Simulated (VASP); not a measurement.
# Ge (Fd-3m) in VASP: single point with PBE

Aim: the single point of Ge with PBE.

Program: VASP 6.6.1. These are calculated values, not measurements. Logs are shortened: lines on timing, memory, paths and dates and some standing lists are left out, and cuts for length are marked.

## (1) The cell of the first run

Symmetry: Fd-3m, No. 227, cubic system. The conventional cell has a = 5.658 Å, b = 5.658 Å, c = 5.658 Å, α = 90.00°, β = 90.00°, γ = 90.00°. Ge (site symmetry -43m) has 4 Ge at 2.45 Å within 3.2 Å.

## (2) Single point, PBE

File INCAR:

```
PREC     = Accurate       # precision mode
ENCUT    = 520            # plane-wave cutoff, eV
EDIFF    = 1E-6           # SCF threshold, eV
ISMEAR   = 0              # smearing method
SIGMA    = 0.05           # smearing width, eV
LREAL    = Auto         
LASPH    = T              # aspherical terms in the spheres
NELM     = 100            # most SCF steps
ALGO     = Normal         # electronic algorithm
ISIF     = 2              # what is computed and relaxed
LWAVE    = F              # write WAVECAR
LCHARG   = F              # write CHGCAR
GGA      = PE             # functional
NBANDS   = 411            # bands
LUSENCCL = F
```

File KPOINTS:

```
Automatic mesh
0
Gamma
  1 1 1
```

File POSCAR:

```
Ge
1.0
    0.0000000000      8.4867300000      8.4867300000
    8.4867300000      0.0000000000      8.4867300000
    8.4867300000      8.4867300000      0.0000000000
Ge
54
Direct
    0.0000000000      0.0000000000      0.0000000000
    0.0000000000      0.0000000000      0.3333330000
    0.0000000000      0.0000000000      0.6666670000
    0.0000000000      0.3333330000      0.0000000000
    0.0000000000      0.3333330000      0.3333330000
    0.0000000000      0.3333330000      0.6666670000
    0.0000000000      0.6666670000      0.0000000000
    0.0000000000      0.6666670000      0.3333330000
    0.0000000000      0.6666670000      0.6666670000
    0.3333330000      0.0000000000      0.0000000000
    0.3333330000      0.0000000000      0.3333330000
    0.3333330000      0.0000000000      0.6666670000
    0.3333330000      0.3333330000      0.0000000000
    0.3333330000      0.3333330000      0.3333330000
    0.3333330000      0.3333330000      0.6666670000
    0.3333330000      0.6666670000      0.0000000000
    0.3333330000      0.6666670000      0.3333330000
    0.3333330000      0.6666670000      0.6666670000
    0.6666670000      0.0000000000      0.0000000000
    0.6666670000      0.0000000000      0.3333330000
    0.6666670000      0.0000000000      0.6666670000
    0.6666670000      0.3333330000      0.0000000000
    0.6666670000      0.3333330000      0.3333330000
    0.6666670000      0.3333330000      0.6666670000
    0.6666670000      0.6666670000      0.0000000000
    0.6666670000      0.6666670000      0.3333330000
    0.6666670000      0.6666670000      0.6666670000
    0.0833330000      0.0833330000      0.0833330000
    0.0833330000      0.0833330000      0.4166670000
    0.0833330000      0.0833330000      0.7500000000
    0.0833330000      0.4166670000      0.0833330000
    0.0833330000      0.4166670000      0.4166670000
    0.0833330000      0.4166670000      0.7500000000
    0.0833330000      0.7500000000      0.0833330000
    0.0833330000      0.7500000000      0.4166670000
    0.0833330000      0.7500000000      0.7500000000
    0.4166670000      0.0833330000      0.0833330000
    0.4166670000      0.0833330000      0.4166670000
    0.4166670000      0.0833330000      0.7500000000
    0.4166670000      0.4166670000      0.0833330000
    0.4166670000      0.4166670000      0.4166670000
    0.4166670000      0.4166670000      0.7500000000
    0.4166670000      0.7500000000      0.0833330000
    0.4166670000      0.7500000000      0.4166670000
    0.4166670000      0.7500000000      0.7500000000
    0.7500000000      0.0833330000      0.0833330000
    0.7500000000      0.0833330000      0.4166670000
    0.7500000000      0.0833330000      0.7500000000
    0.7500000000      0.4166670000      0.0833330000
    0.7500000000      0.4166670000      0.4166670000
    0.7500000000      0.4166670000      0.7500000000
    0.7500000000      0.7500000000      0.0833330000
    0.7500000000      0.7500000000      0.4166670000
    0.7500000000      0.7500000000      0.7500000000
```

Potentials or basis: VASP PAW PBE potentials, release 64 (Ge_d).

Launch:

```bash
cat potpaw_PBE.64/Ge_d/POTCAR > POTCAR
mpirun -np 1 vasp_gam > vasp.out
```

OUTCAR:

```text
PREC = Accurate
   ENCUT = 520
   EDIFF = 1E-6
   ISMEAR = 0
   LREAL = Auto
   LASPH = T
   NELM = 100
   ISIF = 2
   GGA = PE

 ion  position               nearest neighbor table
   1  0.000  0.000  0.000-  28 2.45  30 2.45  34 2.45  46 2.45
   2  0.000  0.000  0.333-  28 2.45  29 2.45  35 2.45  47 2.45
   3  0.000  0.000  0.667-  30 2.45  29 2.45  36 2.45  48 2.45
   4  0.000  0.333  0.000-  28 2.45  31 2.45  33 2.45  49 2.45
   5  0.000  0.333  0.333-  29 2.45  31 2.45  50 2.45  32 2.45
   6  0.000  0.333  0.667-  30 2.45  32 2.45  33 2.45  51 2.45
[... 46 lines left out ...]
  53  0.750  0.750  0.417-   8 2.45  20 2.45  26 2.45  27 2.45
  54  0.750  0.750  0.750-  27 2.45  21 2.45  25 2.45   9 2.45

  LATTYP: Found a face centered cubic cell.
 ALAT       =    16.9734600000

  Lattice vectors:

 A1 = (   0.0000000000,   8.4867300000,   8.4867300000)
 A2 = (   8.4867300000,   0.0000000000,   8.4867300000)
 A3 = (   8.4867300000,   8.4867300000,   0.0000000000)

Analysis of symmetry for initial positions (statically):
=====================================================================
 Subroutine PRICEL returns following result:

  LATTYP: Found a face centered cubic cell.
 ALAT       =     5.6578143422

  Lattice vectors:

 A1 = (   0.0000000000,   2.8289071711,   2.8289071711)
 A2 = (   2.8289071711,   0.0000000000,   2.8289071711)
 A3 = (   2.8289071711,   2.8289071711,   0.0000000000)

  27 primitive cells build up your supercell.

 Routine SETGRP: Setting up the symmetry group for a
 face centered cubic supercell.

 Subroutine GETGRP returns: Found 48 space group operations
 (whereof 24 operations were pure point group operations)
 out of a pool of 48 trial point group operations.

The static configuration has the point symmetry T_d .
 The point group associated with its full space group is O_h .

Analysis of symmetry for dynamics (positions and initial velocities):
=====================================================================
 Subroutine PRICEL returns following result:

  LATTYP: Found a face centered cubic cell.
 ALAT       =     5.6578143422

  Lattice vectors:

 A1 = (   0.0000000000,   2.8289071711,   2.8289071711)
 A2 = (   2.8289071711,   0.0000000000,   2.8289071711)
 A3 = (   2.8289071711,   2.8289071711,   0.0000000000)

  27 primitive cells build up your supercell.

 Routine SETGRP: Setting up the symmetry group for a
 face centered cubic supercell.

 Subroutine GETGRP returns: Found 48 space group operations
 (whereof 24 operations were pure point group operations)
 out of a pool of 48 trial point group operations.

The dynamic configuration has the point symmetry T_d .
 The point group associated with its full space group is O_h .

 Subroutine INISYM returns: Found 48 space group operations
 (whereof 24 operations are pure point group operations),
 and found    27 'primitive' translations

----------------------------------------------------------------------------------------

                                     Primitive cell

  volume of cell :      45.2779

  direct lattice vectors                    reciprocal lattice vectors
     0.000000000  2.828907171  2.828907171    -0.176746697  0.176746697  0.176746697
     2.828907171  0.000000000  2.828907171     0.176746697 -0.176746697  0.176746697
     2.828907171  2.828907171  0.000000000     0.176746697  0.176746697 -0.176746697

  length of vectors
     4.000678888  4.000678888  4.000678888     0.306134260  0.306134260  0.306134260

  position of ions in fractional coordinates (direct lattice)
     0.000000000  0.000000000  0.000000000
     0.249999250  0.249999250  0.249999250

  ion indices of the primitive-cell ions
   primitive index   ion index
                 1           1
                 2          28

----------------------------------------------------------------------------------------

 KPOINTS: Automatic mesh

Automatic generation of k-mesh.
 Grid dimensions read from file:
 generate k-points for:    1    1    1

 Generating k-lattice:

  Cartesian coordinates                     Fractional coordinates (reciprocal lattice)
    -0.058915507  0.058915507  0.058915507     1.000000000  0.000000000  0.000000000
     0.058915507 -0.058915507  0.058915507     0.000000000  1.000000000  0.000000000
     0.058915507  0.058915507 -0.058915507     0.000000000  0.000000000  1.000000000

  Length of vectors
     0.102044651  0.102044651  0.102044651

  Shift w.r.t. Gamma in fractional coordinates (k-lattice)
     0.000000000  0.000000000  0.000000000

 Subroutine IBZKPT returns following result:
 ===========================================

 Found      1 irreducible k-points:

 Following reciprocal coordinates:
            Coordinates               Weight
  0.000000  0.000000  0.000000      1.000000
   k-points           NKPTS =      1   k-points in BZ     NKDIM =      1   number of bands    NBANDS=    411
   number of dos      NEDOS =    301   number of ions     NIONS =     54
   total plane-waves  NPLWV = 729000
   dimension x,y,z NGX =    90 NGY =   90 NGZ =   90
   dimension x,y,z NGXF=   180 NGYF=  180 NGZF=  180
   ions per type =              54
   NGX,Y,Z   is equivalent  to a cutoff of  12.47, 12.47, 12.47 a.u.
   NGXF,Y,Z  is equivalent  to a cutoff of  24.93, 24.93, 24.93 a.u.
 SYSTEM =  unknown system
   PREC   = accura    normal or accurate (medium, high low for compatibility)
   ISTART =      0    job   : 0-new  1-cont  2-samecut
   ICHARG =      2    charge: 1-file 2-atom 10-const
   ISPIN  =      1    spin polarized calculation?
   LNONCOLLINEAR =      F non collinear calculations
   LSORBIT =      F    spin-orbit coupling
   LASPH  =      T    aspherical Exc in radial PAW
   ENCUT  =  520.0 eV  38.22 Ry    6.18 a.u.  22.32 22.32 22.32*2*pi/ulx,y,z
   NELM   =    100;   NELMIN=  2; NELMDL= -5     # of ELM steps
   EDIFF  = 0.1E-05   stopping-criterion for ELM
   LREAL  =      T    real-space projection
   EDIFFG = 0.1E-04   stopping-criterion for IOM
   NSW    =      0    number of steps for IOM
   IBRION =     -1    ionic relax: 0-MD 1-quasi-New 2-CG
   NFREE  =      0    steps in history (QN), initial steepest desc. (CG)
   ISIF   =      2    stress and relaxation
   ISYM   =      2    0-nonsym 1-usesym 2-fastsym
   POTIM  = 0.5000    time-step for ionic-motion
   TEBEG  =    0.0;   TEEND  =   0.0 temperature during run
   PSTRESS=    0.0 pullay stress
   NELECT =     756.0000    total number of electrons
   NUPDOWN=      -1.0000    fix difference up-down
   EMIN   =  10.00;   EMAX   =-10.00  energy-range for DOS
   EFERMI =   0.00;   METHOD = LEGACY
   ISMEAR =     0;   SIGMA  =   0.05  broadening in eV -4-tet -1-fermi 0-gaus
   EFERMI_NEDOS =   21; number of points for ismear=-14 and -15
   IALGO  =     38    algorithm
   IMIX   =      4    mixing-type and parameters
     AMIX     =   0.40;   BMIX     =  1.00
     AMIX_MAG =   1.60;   BMIX_MAG =  1.00
  volume/ion in A,a.u.               =      22.64       152.78
  Fermi-wavevector in a.u.,A,eV,Ry     =   1.394756  2.635708 26.468033  1.945346
  Thomas-Fermi vector in A             =   2.518275
   LORBIT       =      0    0 simple, 1 ext, 2 COOP (PROOUT), +10 PAW based schemes
   GGA     = PE    functional components
   LHFCALC =     F    Hartree Fock is set to
   AEXX    =    0.0000 exact exchange contribution
   IVDW    =     0    specifies the selected vdW correction
   LEPSILON=     F    determine dielectric tensor
   LRPA    =     F    only Hartree local field effects (RPA)
 non-spin polarized calculation
 Gauss-broadening in eV      SIGMA  =   0.05
  energy-cutoff  :      520.00
  volume of cell :     1222.51
 maximum number of plane-waves:     16468
 NGX is ok and might be reduce to    90
   NGX = 45   NGY = 45   NGZ = 45

 number of electron     756.0000592 magnetization

 Free energy of the ion-electron system (eV)
  ---------------------------------------------------
  ext. energy  EPLUGINS =         0.00000000
  ---------------------------------------------------
  free energy    TOTEN  =      -222.47332087 eV

  energy without entropy =     -222.40056087  energy(sigma->0) =     -222.43694087

 E-fermi :   5.1369     XC(G=0):  -9.8379

 val. band max:        5.0974574733   @ k =   0.0000   0.0000   0.0000
 cond. band min:       5.1460234926   @ k =   0.0000   0.0000   0.0000
 fundamental gap:      0.0485660193
 Fermi energy:         5.1368534592

 k-point     1 :       0.0000    0.0000    0.0000
  band No.  band energies     occupation
      1     -19.7275      2.00000
      2     -19.7275      2.00000
      3     -19.7275      2.00000
      4     -19.7275      2.00000
      5     -19.7275      2.00000
      6     -19.7275      2.00000
[... 382 lines left out ...]
    389       5.7435      0.00000
    390       5.7435      0.00000
 [bands above 390 left out]

------------------------ aborting loop because EDIFF is reached ----------------------------------------

  FORCE on cell =-STRESS in cart. coord.  units (eV):
  Direction    XX          YY          ZZ          XY          YZ          ZX
  --------------------------------------------------------------------------------------
  -------------------------------------------------------------------------------------
  Total       40.5618687     40.5618687     40.5618687      0.0000000     -0.0000000      0.0000000
  in kB       53.1590712     53.1590712     53.1590712      0.0000000     -0.0000000      0.0000000
  external PRESSURE =      53.1590712 kB  Pullay stress =       0.0000000 kB

 VOLUME and BASIS-vectors are now :
 -----------------------------------------------------------------------------
  energy-cutoff  :      520.00
  volume of cell :     1222.51
      direct lattice vectors                 reciprocal lattice vectors
     0.000000000  8.486730000  8.486730000    -0.058915507  0.058915507  0.058915507
     8.486730000  0.000000000  8.486730000     0.058915507 -0.058915507  0.058915507
     8.486730000  8.486730000  0.000000000     0.058915507  0.058915507 -0.058915507

 POSITION                                       TOTAL-FORCE (eV/Angst)
 -----------------------------------------------------------------------------------
      0.00000      0.00000      0.00000        -0.000000     -0.000000      0.000000
      2.82891      2.82891      0.00000         0.000000      0.000000      0.000000
      5.65782      5.65782      0.00000         0.000000      0.000000     -0.000000
      2.82891      0.00000      2.82891         0.000000     -0.000000      0.000000
      5.65781      2.82891      2.82891        -0.000000      0.000000      0.000000
      8.48673      5.65782      2.82891         0.000000      0.000000      0.000000
[... 46 lines left out ...]
      9.90119      9.90119     12.73009         0.000000     -0.000000     -0.000000
     12.73009     12.73009     12.73009         0.000000      0.000000     -0.000000
 -----------------------------------------------------------------------------------
    total drift:                                0.000000      0.000000      0.000000

  FREE ENERGIE OF THE ION-ELECTRON SYSTEM (eV)
  ---------------------------------------------------
  free  energy   TOTEN  =      -222.4733208669 eV

  energy  without entropy=     -222.4005608707  energy(sigma->0) =     -222.43694087
```

It took 2.5 min on 1 × NVIDIA H100 80GB with 1 thread of AMD EPYC 7R13 (Zen 3), shared host; peak memory 1.9 GiB.

What came out:

- Free energy: -222.4733 eV
- Pressure: 5.3 GPa
- Band gap on the k mesh: 0.05 eV

Caveat: the k points lie up to 0.64 Å⁻¹ apart. A k mesh can miss the band edges.
